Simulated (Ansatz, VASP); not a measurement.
# Hf6Al2O15 in VASP and in Ansatz

```
Al Hf O
1.0
     7.41558    6.89158    0.00000
    -3.67904    3.41705    0.00000
     0.00000    0.00000    5.23373
Al Hf O
2 6 15
Cartesian
  -2.2132 1.9250 2.4294
  2.2276 1.5065 2.4294
  1.8266 5.0386 2.7294
  5.6033 5.2844 2.7294
  0.1332 -0.1980 -0.1536
  3.8289 3.5213 0.0017
  -0.1188 3.6294 -0.1536
  3.6011 6.8017 0.0017
  3.7150 5.1615 3.6721
  -0.1296 5.2895 3.6972
  3.8805 8.4505 3.6972
  -1.8323 3.4242 3.6799
  1.8755 6.8700 4.1153
  1.8548 3.9546 4.7025
  5.5751 6.3684 4.7025
  -1.8323 3.4242 1.2554
  1.8755 6.8700 1.5177
  1.3900 3.0930 2.1624
  6.0400 7.2300 2.1624
  0.0072 1.7157 -0.2980
  3.7150 5.1615 1.2361
  -0.0776 5.2427 1.1859
  3.8285 8.4973 1.1859
```

Alike in both runs: functional PBE; k mesh 2 × 4 × 4; occupations gaussian, width 0.1 eV; no spin polarisation.

Ansatz relaxed the structure, and its values are those at the end. VASP's run is a single point on that final structure, the one shown.

|  | VASP | Ansatz |
| --- | --- | --- |
| version | VASP 6.6.1 | Ansatz 0.2.0 |
| potentials or method | VASP PAW PBE potentials, release 64 (Al, Hf_pv, O), cutoff 520 eV | scalar-relativistic, plane waves, PAW |
| valence electrons in the cell | 156 | 252 |

|  | VASP | Ansatz | Ansatz less VASP |
| --- | --- | --- | --- |
| gap on the k mesh at the Fermi level (eV) | 3.98 | 4.02 | +0.033 |
| least direct gap on the mesh (eV) | 3.98 | 4.02 | +0.033 |
| pressure (GPa) | -2.3 | 0.1 | +2.41 |
| rms of the force components (eV/Å) | 0.056 | 0.012 | -0.0434 |

VASP's potentials hold 156 valence electrons a cell and Ansatz's 252, so a difference there can come from the potentials and not from the codes.

Spin-orbit coupling is off throughout.
